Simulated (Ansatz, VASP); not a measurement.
# NbC4 in VASP and in Ansatz

```xyz
5
Lattice="3.1284 0.0000 0.0000 -1.5642 2.7093 0.0000 0.0000 0.0000 8.0618" Properties=species:S:1:pos:R:3 pbc="T T T"
Nb    0.0000    0.0000    4.0309
C     0.0000    0.0000    0.6505
C     0.0000    0.0000    7.4113
C     0.0000    0.0000    1.9335
C     0.0000    0.0000    6.1282
```

Alike in both runs: functional PBE; k mesh 12 × 12 × 6; occupations gaussian, width 0.1 eV; no spin polarisation.

Ansatz relaxed the structure, and its values are those at the end. VASP's run is a single point on that final structure, the one shown.

|  | VASP | Ansatz |
| --- | --- | --- |
| version | VASP 6.6.1 | Ansatz 0.2.0 |
| potentials or method | VASP PAW PBE potentials, release 64 (Nb_sv, C), cutoff 520 eV | scalar-relativistic, plane waves, PAW |
| valence electrons in the cell | 29 | 29 |

Ansatz gave:

| Quantity | Value |
| --- | --- |
| gap on the k mesh at the Fermi level (eV) | none |
| pressure (GPa) | 0.0 |
| rms of the force components (eV/Å) | 0.003 |

Problem. Estimate VASP's values.

Solution. gap on the k mesh at the Fermi level (eV): none; pressure (GPa): -0.1; rms of the force components (eV/Å): 0.028.

A gap of «none» marks a metal or a gap that the smearing closes.
